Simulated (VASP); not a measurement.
Input of a VASP 6.6.1 run:

File INCAR:

```
SYSTEM = TlPt
  PREC = Accurate
  ENCUT = 520
  EDIFF = 1E-6
  ISMEAR = 0
  SIGMA = 0.1
  LREAL = .False.
  LASPH = .True.
  NELM = 80
  ALGO = Fast
  ISIF = 2
  LWAVE = .False.
  LCHARG = .True.
  GGA = PE
  LELF = .True.
  LVHAR = .True.
  NBANDS = 44
```

The input KPOINTS:

```
Automatic mesh
0
Gamma
  6 6 8
  0 0 0
```

POSCAR

```
TlPt
1.0
    6.2764460408      0.0000000000      0.0000000000
   -3.1382230204      5.4355617168      0.0000000000
    0.0000000000      0.0000000000      4.1215167266
Tl Pt
3 3
Direct
    0.5000000000      0.0000000000      0.0000000000
    0.5000000000      0.5000000000      0.0000000000
    0.0000000000      0.5000000000      0.0000000000
    0.0000000000      0.0000000000      0.0000000000
    0.3333333333      0.6666666667      0.5000000000
    0.6666666667      0.3333333333      0.5000000000
```

Potentials or basis: VASP PAW PBE potentials, release 64 (Tl_d, Pt).

Launch:

```bash
$ cat potpaw_PBE.64/Tl_d/POTCAR potpaw_PBE.64/Pt/POTCAR > POTCAR
$ mpirun -np 1 vasp_std > vasp.out
```

Question: What does it give for the pressure?

Answer: 3.3 GPa.

Question: What does it give for the band gap on the k mesh?

Answer: Zero (an odd number of electrons rules out a gap without spin polarisation).

Stress tensor (GPa, compression positive):
```
3.36 0.00 0.00
0.00 3.36 0.00
0.00 0.00 3.22
```

Caveat: the cell stands under pressure; spin-orbit coupling is left out, which moves the levels of the heavy elements.
